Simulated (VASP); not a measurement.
Wanted: the native input for a VASP 6.6.1 run.

- Task: single point
- Functional: PBE
- Potentials or basis: VASP PAW PBE potentials, release 64 (Ge_d, Sb, Te)
- Cutoff: 500 eV
- k mesh: 5 × 5 × 2
- Occupations: gaussian, width 0.2 eV
- Spin: no spin polarisation
- Dipole correction: no
- Further INCAR settings: ALGO = Normal; EDIFF = 1e-06; NBANDS = 30

The structure of Ge2Sb2Te lies in POSCAR:

```
Ge2Sb2Te
1.0
    4.4392978599      0.0000000030      0.0000000000
   -2.2196489326      3.8445447201      0.0000000000
    0.0000000000      0.0000000000      9.0301400990
Ge Sb Te
2 2 1
Direct
    0.0000000000      0.0000000000      0.6407500090
    0.0000000000      0.0000000000      0.3592499910
    0.3333333333      0.6666666667      0.2313652927
    0.6666666667      0.3333333333      0.7686347073
    0.0000000000      0.0000000000      0.0000000000
```

One way to write it, as run:

INCAR

```
PREC = Accurate
ENCUT = 500
EDIFF = 1E-6
ISMEAR = 0
SIGMA = 0.2
LREAL = False
LASPH = True
NELM = 120
ALGO = Normal
ISIF = 2
LWAVE = False
LCHARG = False
GGA = PE
NBANDS = 30
GGA_COMPAT = False
```

KPOINTS

```
regular mesh
0
Gamma
  5 5 2
```

Potentials or basis: VASP PAW PBE potentials, release 64 (Ge_d, Sb, Te).

Launch:

```bash
$ cat potpaw_PBE.64/Ge_d/POTCAR potpaw_PBE.64/Sb/POTCAR potpaw_PBE.64/Te/POTCAR > POTCAR
$ mpirun -np 1 vasp_std > vasp.out
```

Results of the run:

```yaml
Pressure: -0.1 GPa
Largest_force: 0.044 eV/Å
Band_gap_on_the_k_mesh: zero (band 22 reaches 5.38 eV, above the bottom of band 23 at 4.30 eV)
```

Caveat: spin-orbit coupling is left out, which moves the levels of the heavy elements.

Run time: 35 s on 1 thread of Intel Xeon 6975P-C, with other jobs on the host, peak memory 0.26 GiB.
